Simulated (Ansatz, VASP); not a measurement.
## GaAs in VASP and in Ansatz

```xyz
2
Lattice="0.0000 2.8135 2.8135 2.8135 0.0000 2.8135 2.8135 2.8135 0.0000" Properties=species:S:1:pos:R:3 pbc="T T T"
Ga    0.0000    0.0000    0.0000
As    1.4068    1.4068    1.4068
```

Alike in both runs: task single point; functional PBE; k mesh 6 × 6 × 6; occupations gaussian, width 0.05 eV; non-collinear spin, spin-orbit coupling.

|  | VASP | Ansatz |
| --- | --- | --- |
| version | VASP 6.6.1 | Ansatz 0.2.0 |
| potentials or method | VASP PAW PBE potentials, release 64 (Ga_d, As), cutoff 520 eV | plane waves, PAW |
| valence electrons in the cell | 18 | 28 |

```tsv
	VASP	Ansatz	Ansatz less VASP
pressure (GPa)	4.6	4.4	-0.19
```

The functional is the same, so the differences come from potentials, cutoffs and numerics. VASP's potentials hold 18 valence electrons a cell and Ansatz's 28, so a difference there can come from the potentials and not from the codes.
